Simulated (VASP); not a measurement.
Crystal: InSb3.

```
CELL_PARAMETERS angstrom
0.00000 3.79455 3.79455
3.79455 0.00000 3.79455
3.79455 3.79455 0.00000
ATOMIC_POSITIONS crystal
In 0.00000 0.00000 0.00000
Sb 0.25000 0.25000 0.25000
Sb 0.75000 0.75000 0.75000
Sb 0.50000 0.50000 0.50000
```

```yaml
Program: VASP 6.6.1
Task: relaxation of cell and atoms
Functional: PBEsol
Dispersion: D3(BJ)
Potentials_or_basis: VASP PAW PBE potentials, release 64 (In_d, Sb)
Cutoff: 600 eV
k_mesh: 10 × 10 × 10
Occupations: gaussian, width 0.1 eV
Spin: no spin polarisation
```

At the start: pressure -5.9 GPa; volume 27.32 Å³/atom.

Question: How do energy, volume and symmetry change on relaxing?

Answer: Over 3 steps the energy falls by 56.1 meV/atom and the volume is 24.58 Å³/atom (-10.0 %); space group Fm-3m (No. 225, to 0.1 Å) before and after.

Step by step:
| step | energy change (eV) | largest force (eV/Å) | pressure (GPa) | volume (Å³) |
| --- | --- | --- | --- | --- |
| 1 | 0.0000 | 0.0000 | -5.91 | 109.27 |
| 2 | -0.1808 | 0.0000 | 3.51 | 94.11 |
| 3 | -0.2245 | 0.0000 | 0.01 | 98.30 |

Final structure:
```yaml
crystal:
  lattice:
    - [0.00000, 3.66308, 3.66308]
    - [3.66308, 0.00000, 3.66308]
    - [3.66308, 3.66308, 0.00000]
  atoms:
    - { symbol: In, position: [0.00000, 0.00000, 0.00000] }
    - { symbol: Sb, position: [0.25000, 0.25000, 0.25000] }
    - { symbol: Sb, position: [0.75000, 0.75000, 0.75000] }
    - { symbol: Sb, position: [0.50000, 0.50000, 0.50000] }
```

Caveat: the highest band is partly filled, so the run has too few bands; the PAW data sets were made with another functional, which shifts forces and pressure a little.
